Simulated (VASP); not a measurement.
Write the native input for VASP 6.6.1 that does the following.

- Task: single point
- Functional: r2SCAN
- Potentials or basis: VASP PAW PBE potentials, release 64 (Ba_sv, Zn, P, F)
- Cutoff: 520 eV
- k mesh: 8 × 8 × 4
- Occupations: fermi-dirac, width 0.02 eV
- Spin: no spin polarisation
- Dipole correction: no
- Further INCAR settings: ALGO = Normal; EDIFF = 1e-07; NBANDS = 44

The system is BaZnPF.

```
Ba Zn P F
1.0
     4.14249    0.00000    0.00000
     0.00000    4.14249    0.00000
     0.00000    0.00000    9.49427
Ba Zn P F
2 2 2 2
Direct
  0.50000 0.00000 0.33119
  0.00000 0.50000 0.66881
  0.50000 0.50000 0.00000
  0.00000 0.00000 0.00000
  0.00000 0.50000 0.14695
  0.50000 0.00000 0.85305
  0.50000 0.50000 0.50000
  0.00000 0.00000 0.50000
```

The input as run:

POSCAR

```
BaZnPF
1.0
    4.1424865400      0.0000000000      0.0000000000
    0.0000000000      4.1424865400      0.0000000000
    0.0000000000      0.0000000000      9.4942726500
Ba Zn P F
2 2 2 2
Direct
    0.5000000000      0.0000000000      0.3311884500
    0.0000000000      0.5000000000      0.6688115500
    0.5000000000      0.5000000000      0.0000000000
    0.0000000000      0.0000000000      0.0000000000
    0.0000000000      0.5000000000      0.1469471200
    0.5000000000      0.0000000000      0.8530528800
    0.5000000000      0.5000000000      0.5000000000
    0.0000000000      0.0000000000      0.5000000000
```

INCAR.step1

```
SYSTEM = BaZnPF
PREC = Accurate
ENCUT = 520
ISMEAR = -1
SIGMA = 0.02
LREAL = .FALSE.
LASPH = .TRUE.
NELM = 80
NBANDS = 44
GGA = PE
ALGO = Normal
EDIFF = 1E-4
LWAVE = .TRUE.
LCHARG = .FALSE.
```

INCAR.step2

```
SYSTEM = BaZnPF
PREC = Accurate
ENCUT = 520
EDIFF = 1E-7
ISMEAR = -1
SIGMA = 0.02
LREAL = .FALSE.
LASPH = .TRUE.
NELM = 80
ALGO = Normal
ISIF = 2
LWAVE = .FALSE.
LCHARG = .FALSE.
METAGGA = R2SCAN
LMIXTAU = .TRUE.
NBANDS = 44
ISTART = 1
```

KPOINTS

```
Automatic mesh
0
G
  8 8 4
  0 0 0
```

Potentials or basis: VASP PAW PBE potentials, release 64 (Ba_sv, Zn, P, F).

Run with:

```bash
$ cat potpaw_PBE.64/Ba_sv/POTCAR potpaw_PBE.64/Zn/POTCAR potpaw_PBE.64/P/POTCAR potpaw_PBE.64/F/POTCAR > POTCAR
$ cp INCAR.step1 INCAR
$ mpirun -np 1 vasp_std > vasp.out
$ cp INCAR.step2 INCAR
$ mpirun -np 1 vasp_std > vasp.out
```

Results of the run:

```yaml
Pressure: 0.7 GPa
Largest_force: 0.126 eV/Å
Band_gap_on_the_k_mesh: 0.74 eV
```

Caveat: semilocal functionals underestimate gaps, and a narrow one can read as zero; the PAW data sets were made with another functional, which shifts forces and pressure a little; spin-orbit coupling is left out, which moves the levels of the heavy elements.

It took 13 min on 1 thread of Intel(R) Xeon(R) Platinum 8559C (Emerald Rapids), on a shared host, peak memory 0.48 GiB.
